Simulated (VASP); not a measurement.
Input of a VASP 6.6.1 run:

The input INCAR:

```
  PREC = Accurate
  ENCUT = 600
  EDIFF = 1E-6
  ISMEAR = 0
  SIGMA = 0.1
  LREAL = F
  LASPH = T
  NELM = 60
  ALGO = Fast
  ISIF = 3
  LWAVE = F
  LCHARG = F
  GGA = CA
  IBRION = 2
  NSW = 100
  EDIFFG = -0.005
```

File KPOINTS:

```
regular mesh
0
Gamma
  18 18 18
```

The input POSCAR:

```
Au
1.0
    0.0000000000      2.0287962959      2.0287962959
    2.0287962959      0.0000000000      2.0287962959
    2.0287962959      2.0287962959      0.0000000000
Au
1
Direct
    0.0000000000      0.0000000000      0.0000000000
```

Potentials or basis: VASP PAW LDA potentials, release 64 (Au).

Launch:

```console
$ cat potpaw_LDA.64/Au/POTCAR > POTCAR
$ mpirun -np 1 vasp_std > vasp.out
```

Question: What does it give for the space group after relaxing (to 0.05 Å)?

Answer: Fm-3m (No. 225).

Question: What does it give for the relaxed cell?

Answer: a = 2.866 Å, b = 2.866 Å, c = 2.866 Å, α = 60.00°, β = 60.00°, γ = 60.00°.

Step by step:
| step | energy change (eV) | largest force (eV/Å) | pressure (GPa) | volume (Å³) |
| --- | --- | --- | --- | --- |
| 1 | 0.0000 | 0.0000 | -0.67 | 16.70 |
| 2 | 0.0003 | 0.0000 | 1.25 | 16.53 |
| 3 | -0.0001 | 0.0000 | -0.01 | 16.64 |
